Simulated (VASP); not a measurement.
**Cr: single point with PBE**

The system is Cr, a slab with vacuum.

```
CELL_PARAMETERS angstrom
2.46682 0.00000 0.00000
-0.82227 2.32574 0.00000
0.00000 0.00000 16.00000
ATOMIC_POSITIONS crystal
Cr 0.00000 0.00000 0.50000
```

- Program: VASP 6.6.1
- Task: single point
- Functional: PBE
- Potentials or basis: VASP PAW PBE potentials, release 64 (Cr_pv)
- Cutoff: 520 eV
- k mesh: 14 × 14 × 1
- Occupations: fermi-dirac, width 0.05 eV
- Spin: collinear spin, ferromagnetic start
- Starting moments: [2.0] μB

```yaml
Net_moment: 1.19 μB per cell
Site_moments: Cr +1.01 μB
Valence_electrons_inside_the_program's_atomic_spheres: Cr 10.70
```

Levels at points of the mesh, in eV from the Fermi level:
Spin up:
```
           k point  band 5  band 6  band 7  band 8  band 9  band 10
(0.00, 0.00, 0.00)   -1.71   -1.59    0.19    0.95    1.09     1.46
(0.50, 0.00, 0.00)   -1.83   -0.24    1.17    1.80    2.03     6.86
(0.50, 0.50, 0.00)   -1.57    0.08    0.17    2.67    4.35     7.03
```
Spin down:
```
           k point  band 2  band 3  band 4  band 5  band 6  band 7  band 8  band 9
(0.00, 0.00, 0.00)  -41.98  -41.97   -4.52   -0.94   -0.05    0.80    1.67    1.84
(0.50, 0.00, 0.00)  -42.00  -41.96   -2.16   -1.25    1.72    1.84    2.27    2.54
(0.50, 0.50, 0.00)  -42.30  -41.91   -2.55   -1.02    0.80    2.21    3.46    4.64
```

It took 110 s on 1 thread of Intel(R) Xeon(R) Platinum 8559C (Emerald Rapids), on a shared host, peak memory 0.31 GiB.
